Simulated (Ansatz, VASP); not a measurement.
# Two plane-wave programs on Re

```
Re
1.0
     0.00000    2.74326    2.74326
     2.74326    0.00000    2.74326
     2.74326    2.74326    0.00000
Re
2
Direct
  0.12500 0.12500 0.12500
  0.87500 0.87500 0.87500
```

Alike in both runs: task single point; functional LDA; k mesh 11 × 11 × 11; occupations fermi-dirac, width 0.1 eV; no spin polarisation.

```csv
,VASP,Ansatz
version,VASP 6.6.1,Ansatz 0.2.0
potentials or method,"VASP PAW LDA potentials, release 64 (Re_sv_GW), cutoff 560 eV","plane waves (420 eV) with PAW, scalar-relativistic"
valence electrons in the cell,30,30
```

|  | VASP | Ansatz | Ansatz less VASP |
| --- | --- | --- | --- |
| pressure (GPa) | 8.5 | 8.7 | +0.21 |

Ansatz warns that its potentials were made for another functional, while VASP's fit it. LDA's correlation is that of Perdew and Zunger in VASP and of Perdew and Wang (1992) in Ansatz.

Spin-orbit coupling is off throughout.
